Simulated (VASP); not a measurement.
Write the native input for VASP 6.6.1 that does the following.

* Task: electric field gradients
* Functional: PBEsol
* Potentials or basis: VASP PAW PBE potentials, release 64 (O)
* Cutoff: 520 eV
* k mesh: 10 × 10 × 10
* Occupations: fermi-dirac, width 0.02 eV
* Spin: no spin polarisation
* Dipole correction: no
* Further INCAR settings: ALGO = Normal; EDIFF = 1e-08; NBANDS = 13

The structure of O lies in POSCAR:

```
O
1.0
    1.4327754493      0.8272132913      3.4308721810
   -1.4327754493      0.8272132913      3.4308721810
    0.0000000000     -1.6544265826      3.4308721810
O
2
Direct
    0.0577000000      0.0577000000      0.0577000000
    0.9423000000      0.9423000000      0.9423000000
```

This cell differs from its parent crystal: volume scaled by 1.02.

The input as run:

INCAR

```
SYSTEM = O
ALGO = Normal
EDIFF = 1E-8
ENCUT = 520
GGA = PS
ISIF = 2
ISMEAR = -1
LASPH = .TRUE.
LCHARG = .FALSE.
LEFG = .TRUE.
LREAL = .FALSE.
LWAVE = .FALSE.
NBANDS = 13
NELM = 60
PREC = Accurate
SIGMA = 0.02
```

KPOINTS

```
k-points
0
G
  10 10 10
  0 0 0
```

Potentials or basis: VASP PAW PBE potentials, release 64 (O).

Run with:

```bash
$ cat potpaw_PBE.64/O/POTCAR > POTCAR
$ mpirun -np 1 vasp_std > vasp.out
```

Results of the run:

The pressure is 3.6 GPa and the largest force is 3.164 eV/Å. The band gap on the k mesh is zero (band 6 reaches 0.99 eV, above the bottom of band 7 at -0.28 eV).

Caveat: the standard files for N, O and F lose accuracy on very short bonds; spin is off for a triplet molecule; without QUAD_EFG the Cq values of the log hold for a quadrupole moment of 1 mb, not for the nuclei; the PAW data sets were made with another functional, which shifts forces and pressure a little.

Wall time 35 s on 1 thread of Intel(R) Xeon(R) Platinum 8488C (Sapphire Rapids), on a shared host, peak memory 0.16 GiB.
